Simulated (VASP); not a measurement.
# ZnF2 (P4_2/mnm) in VASP: single point with r2SCAN

Aim: the single point of ZnF2 with r2SCAN.

Program: VASP 6.6.1. These are calculated values, not measurements. Logs are shortened: lines on timing, memory, paths and dates and some standing lists are left out, and cuts for length are marked.

## Step 1: The cell of the first run

It takes space group P4_2/mnm (No. 136, tetragonal). The conventional cell has a = 4.703 Å, b = 4.703 Å, c = 3.127 Å, α = 90.00°, β = 90.00°, γ = 90.00°. Within 2.7 Å of Zn (site symmetry mmm) lie 6 F at 2.02 to 2.04 Å. F (site symmetry m2m) has 3 Zn at 2.02 to 2.04 Å and 1 F at 2.62 Å within 2.7 Å.

## Step 2: Single point, r2SCAN

POSCAR reads:

```
ZnF2
1.0
    4.7033667425      0.0000000000      0.0000000000
    0.0000000000      4.7033667425      0.0000000000
    0.0000000000      0.0000000000      3.1267876133
Zn F
2 4
Direct
    0.0000000000      0.0000000000      0.0000000000
    0.5000000000      0.5000000000      0.5000000000
    0.3031909069      0.3031909069      0.0000000000
    0.1968090931      0.8031909069      0.5000000000
    0.8031909069      0.1968090931      0.5000000000
    0.6968090931      0.6968090931      0.0000000000
```

INCAR.step1 reads:

```
PREC = Accurate
ENCUT = 660
ISMEAR = 0
SIGMA = 0.01
LREAL = F
LASPH = T
NELM = 120
NBANDS = 35
GGA = PE
ALGO = Normal
EDIFF = 1E-5
LWAVE = T
LCHARG = F
GGA_COMPAT = F
```

INCAR.step2 reads:

```
PREC = Accurate
ENCUT = 660
EDIFF = 1E-6
ISMEAR = 0
SIGMA = 0.01
LREAL = F
LASPH = T
NELM = 120
ALGO = Normal
ISIF = 2
LWAVE = F
LCHARG = T
METAGGA = R2SCAN
LMIXTAU = T
LELF = T
LVHAR = T
NBANDS = 35
ISTART = 1
GGA_COMPAT = F
```

KPOINTS reads:

```
Automatic mesh
0
Gamma
  6 6 8
```

Potentials or basis: VASP PAW PBE potentials, release 64 (Zn, F).

Launch:

```bash
$ cat potpaw_PBE.64/Zn/POTCAR potpaw_PBE.64/F/POTCAR > POTCAR
$ cp INCAR.step1 INCAR
$ mpirun -np 1 vasp_std > vasp.out
$ cp INCAR.step2 INCAR
$ mpirun -np 1 vasp_std > vasp.out
```

OUTCAR:

```text
PREC = Accurate
   ENCUT = 660
   EDIFF = 1E-6
   ISMEAR = 0
   LREAL = F
   LASPH = T
   NELM = 120
   ISIF = 2
   METAGGA = R2SCAN
   ISTART = 1

 ion  position               nearest neighbor table
   1  0.000  0.000  0.000-   3 2.02   6 2.02   5 2.04   4 2.04   4 2.04   5 2.04
   2  0.500  0.500  0.500-   4 2.02   5 2.02   3 2.04   6 2.04   3 2.04   6 2.04
   3  0.303  0.303  0.000-   1 2.02   2 2.04   2 2.04
   4  0.197  0.803  0.500-   2 2.02   1 2.04   1 2.04
   5  0.803  0.197  0.500-   2 2.02   1 2.04   1 2.04
   6  0.697  0.697  0.000-   1 2.02   2 2.04   2 2.04

  LATTYP: Found a simple tetragonal cell.
 ALAT       =     4.7033667425
 C/A-ratio  =     0.6647977469

  Lattice vectors:

 A1 = (   4.7033667425,   0.0000000000,   0.0000000000)
 A2 = (   0.0000000000,   4.7033667425,   0.0000000000)
 A3 = (   0.0000000000,   0.0000000000,   3.1267876133)

Analysis of symmetry for initial positions (statically):
=====================================================================
 Subroutine PRICEL returns:
 Original cell was already a primitive cell.

 Routine SETGRP: Setting up the symmetry group for a
 simple tetragonal supercell.

 Subroutine GETGRP returns: Found 16 space group operations
 (whereof  8 operations were pure point group operations)
 out of a pool of 16 trial point group operations.

The static configuration has the point symmetry D_2h.
 The point group associated with its full space group is D_4h.

Analysis of symmetry for dynamics (positions and initial velocities):
=====================================================================
 Subroutine PRICEL returns:
 Original cell was already a primitive cell.

 Routine SETGRP: Setting up the symmetry group for a
 simple tetragonal supercell.

 Subroutine GETGRP returns: Found 16 space group operations
 (whereof  8 operations were pure point group operations)
 out of a pool of 16 trial point group operations.

The dynamic configuration has the point symmetry D_2h.
 The point group associated with its full space group is D_4h.

 Subroutine INISYM returns: Found 16 space group operations
 (whereof  8 operations are pure point group operations),
 and found     1 'primitive' translations

----------------------------------------------------------------------------------------

                                     Primitive cell

  volume of cell :      69.1697

  direct lattice vectors                    reciprocal lattice vectors
     4.703366743  0.000000000  0.000000000     0.212613656  0.000000000  0.000000000
     0.000000000  4.703366743  0.000000000     0.000000000  0.212613656  0.000000000
     0.000000000  0.000000000  3.126787613     0.000000000  0.000000000  0.319817053

  length of vectors
     4.703366743  4.703366743  3.126787613     0.212613656  0.212613656  0.319817053

  position of ions in fractional coordinates (direct lattice)
     0.000000000  0.000000000  0.000000000
     0.500000000  0.500000000  0.500000000
     0.303190907  0.303190907  0.000000000
     0.196809093  0.803190907  0.500000000
     0.803190907  0.196809093  0.500000000
     0.696809093  0.696809093  0.000000000

  ion indices of the primitive-cell ions
   primitive index   ion index
                 1           1
                 2           2
                 3           3
                 4           4
                 5           5
                 6           6

----------------------------------------------------------------------------------------

 KPOINTS: Automatic mesh

Automatic generation of k-mesh.
 Grid dimensions read from file:
 generate k-points for:    6    6    8

 Generating k-lattice:

  Cartesian coordinates                     Fractional coordinates (reciprocal lattice)
     0.035435609  0.000000000  0.000000000     0.166666667  0.000000000  0.000000000
     0.000000000  0.035435609  0.000000000     0.000000000  0.166666667  0.000000000
     0.000000000  0.000000000  0.039977132     0.000000000  0.000000000  0.125000000

  Length of vectors
     0.035435609  0.035435609  0.039977132

  Shift w.r.t. Gamma in fractional coordinates (k-lattice)
     0.000000000  0.000000000  0.000000000

 Subroutine IBZKPT returns following result:
 ===========================================

 Found     50 irreducible k-points:

 Following reciprocal coordinates:
            Coordinates               Weight
  0.000000  0.000000  0.000000      1.000000
  0.166667  0.000000  0.000000      4.000000
  0.333333  0.000000  0.000000      4.000000
  0.500000  0.000000  0.000000      2.000000
  0.166667  0.166667  0.000000      4.000000
  0.333333  0.166667  0.000000      8.000000
[... 16 lines left out ...]
  0.333333  0.000000  0.250000      8.000000
  0.500000  0.000000  0.250000      4.000000
 [... further k-points ...]
   k-points           NKPTS =     50   k-points in BZ     NKDIM =     50   number of bands    NBANDS=     35
   number of dos      NEDOS =    301   number of ions     NIONS =      6
   total plane-waves  NPLWV =  44800
   dimension x,y,z NGX =    40 NGY =   40 NGZ =   28
   dimension x,y,z NGXF=    80 NGYF=   80 NGZF=   56
   ions per type =               2   4
   NGX,Y,Z   is equivalent  to a cutoff of  14.14, 14.14, 14.89 a.u.
   NGXF,Y,Z  is equivalent  to a cutoff of  28.28, 28.28, 29.77 a.u.
 SYSTEM =  unknown system
   PREC   = accura    normal or accurate (medium, high low for compatibility)
   ISTART =      1    job   : 0-new  1-cont  2-samecut
   ICHARG =      0    charge: 1-file 2-atom 10-const
   ISPIN  =      1    spin polarized calculation?
   LNONCOLLINEAR =      F non collinear calculations
   LSORBIT =      F    spin-orbit coupling
   LASPH  =      T    aspherical Exc in radial PAW
   ENCUT  =  660.0 eV  48.51 Ry    6.96 a.u.   9.85  9.85  6.55*2*pi/ulx,y,z
   NELM   =    120;   NELMIN=  2; NELMDL=  0     # of ELM steps
   EDIFF  = 0.1E-05   stopping-criterion for ELM
   LREAL  =      F    real-space projection
   EDIFFG = 0.1E-04   stopping-criterion for IOM
   NSW    =      0    number of steps for IOM
   IBRION =     -1    ionic relax: 0-MD 1-quasi-New 2-CG
   NFREE  =      0    steps in history (QN), initial steepest desc. (CG)
   ISIF   =      2    stress and relaxation
   ISYM   =      2    0-nonsym 1-usesym 2-fastsym
   POTIM  = 0.5000    time-step for ionic-motion
   TEBEG  =    0.0;   TEEND  =   0.0 temperature during run
   PSTRESS=    0.0 pullay stress
   NELECT =      52.0000    total number of electrons
   NUPDOWN=      -1.0000    fix difference up-down
   EMIN   =  10.00;   EMAX   =-10.00  energy-range for DOS
   EFERMI =   0.00;   METHOD = LEGACY
   ISMEAR =     0;   SIGMA  =   0.01  broadening in eV -4-tet -1-fermi 0-gaus
   EFERMI_NEDOS =   21; number of points for ismear=-14 and -15
   IALGO  =     38    algorithm
   IMIX   =      4    mixing-type and parameters
     AMIX     =   0.40;   BMIX     =  1.00
     AMIX_MAG =   1.60;   BMIX_MAG =  1.00
  volume/ion in A,a.u.               =      11.53        77.80
  Fermi-wavevector in a.u.,A,eV,Ry     =   1.488575  2.812998 30.148526  2.215854
  Thomas-Fermi vector in A             =   2.601592
   LORBIT       =      0    0 simple, 1 ext, 2 COOP (PROOUT), +10 PAW based schemes
   METAGGA = R2SCAN    functional components
   LHFCALC =     F    Hartree Fock is set to
   AEXX    =    0.0000 exact exchange contribution
   IVDW    =     0    specifies the selected vdW correction
   LEPSILON=     F    determine dielectric tensor
   LRPA    =     F    only Hartree local field effects (RPA)
 non-spin polarized calculation
 Gauss-broadening in eV      SIGMA  =   0.01
  energy-cutoff  :      660.00
  volume of cell :       69.17
 maximum number of plane-waves:      2696
 NGX is ok and might be reduce to    40
   NGX = 19   NGY = 19   NGZ = 13

 number of electron      52.0000011 magnetization

 Free energy of the ion-electron system (eV)
  ---------------------------------------------------
  ext. energy  EPLUGINS =         0.00000000
  ---------------------------------------------------
  free energy    TOTEN  =       -45.68690065 eV

  energy without entropy =      -45.68690065  energy(sigma->0) =      -45.68690065

 E-fermi :  -1.5573     XC(G=0): -10.9696

 val. band max:       -1.6110000720   @ k =   0.0000   0.0000   0.0000
 cond. band min:       2.6081095315   @ k =   0.0000   0.0000   0.0000
 fundamental gap:      4.2191096035
 Fermi energy:        -1.5573250885

 k-point     1 :       0.0000    0.0000    0.0000
  band No.  band energies     occupation
      1     -24.7512      2.00000
      2     -24.0093      2.00000
      3     -24.0093      2.00000
      4     -23.9709      2.00000
      5      -7.9112      2.00000
      6      -7.0741      2.00000
[... 27 lines left out ...]
     34      14.4910      0.00000
     35      14.4910      0.00000

 k-point     2 :       0.1667    0.0000    0.0000
  band No.  band energies     occupation
      1     -24.7102      2.00000
      2     -24.0988      2.00000
      3     -24.0005      2.00000
      4     -23.9364      2.00000
      5      -7.7780      2.00000
      6      -7.0291      2.00000
[... 27 lines left out ...]
     34      14.8699      0.00000
     35      15.0008      0.00000

 k-point     3 :       0.3333    0.0000    0.0000
  band No.  band energies     occupation
      1     -24.5956      2.00000
      2     -24.2533      2.00000
      3     -23.9775      2.00000
      4     -23.9301      2.00000
      5      -7.4246      2.00000
      6      -6.9386      2.00000
[... 27 lines left out ...]
     34      15.5126      0.00000
     35      15.5935      0.00000
[... 723 lines left out ...]
 k-point    23 :       0.3333    0.0000    0.2500
  band No.  band energies     occupation
      1     -24.4446      2.00000
      2     -24.1820      2.00000
      3     -23.9740      2.00000
      4     -23.9567      2.00000
      5      -7.0830      2.00000
      6      -6.6639      2.00000
[... 27 lines left out ...]
     34      13.8779      0.00000
     35      14.3509      0.00000

 k-point    24 :       0.5000    0.0000    0.2500
  band No.  band energies     occupation
      1     -24.3169      2.00000
      2     -24.3169      2.00000
      3     -23.9630      2.00000
      4     -23.9630      2.00000
      5      -6.7314      2.00000
      6      -6.7314      2.00000
[... 27 lines left out ...]
     34      13.4418      0.00000
     35      15.5968      0.00000

 [... further k-points ...]
[... 5 lines left out ...]
  --------------------------------------------------------------------------------------
  -------------------------------------------------------------------------------------
  Total        0.1067363      0.1067363      0.2132542     -0.0000000      0.0000000      0.0000000
  in kB        2.4723309      2.4723309      4.9396036     -0.0000000      0.0000000      0.0000000
  external PRESSURE =       3.2947551 kB  Pullay stress =       0.0000000 kB

 VOLUME and BASIS-vectors are now :
 -----------------------------------------------------------------------------
  energy-cutoff  :      660.00
  volume of cell :       69.17
      direct lattice vectors                 reciprocal lattice vectors
     4.703366743  0.000000000  0.000000000     0.212613656  0.000000000  0.000000000
     0.000000000  4.703366743  0.000000000     0.000000000  0.212613656  0.000000000
     0.000000000  0.000000000  3.126787613     0.000000000  0.000000000  0.319817053

 POSITION                                       TOTAL-FORCE (eV/Angst)
 -----------------------------------------------------------------------------------
      0.00000      0.00000      0.00000         0.000000      0.000000     -0.000000
      2.35168      2.35168      1.56339         0.000000      0.000000     -0.000000
      1.42602      1.42602      0.00000        -0.010336     -0.010336      0.000000
      0.92567      3.77770      1.56339         0.010336     -0.010336     -0.000000
      3.77770      0.92567      1.56339        -0.010336      0.010336     -0.000000
      3.27735      3.27735      0.00000         0.010336      0.010336     -0.000000
 -----------------------------------------------------------------------------------
    total drift:                                0.000000      0.000000     -0.000000

  FREE ENERGIE OF THE ION-ELECTRON SYSTEM (eV)
  ---------------------------------------------------
  free  energy   TOTEN  =       -45.6869006472 eV

  energy  without entropy=      -45.6869006472  energy(sigma->0) =      -45.68690065
```

Wall time 5.6 min (1 thread of Intel Xeon Platinum 8375C at 2.90GHz (Ice Lake), shared host); peak memory 0.3 GiB.

Results:

```yaml
Free_energy: -45.6869 eV
Pressure: 0.3 GPa
Largest_force: 0.015 eV/Å
Band_gap_on_the_k_mesh: 4.22 eV, direct
```

Forces on the atoms (eV/Å):
```
Zn   0.000  0.000  0.000
Zn   0.000  0.000  0.000
F   -0.010 -0.010  0.000
F    0.010 -0.010  0.000
F   -0.010  0.010  0.000
F    0.010  0.010  0.000
```

Caveat: the PAW data sets were made with another functional, which shifts forces and pressure a little. r2SCAN opens gaps a little over a GGA but as a rule still falls short of measured ones.
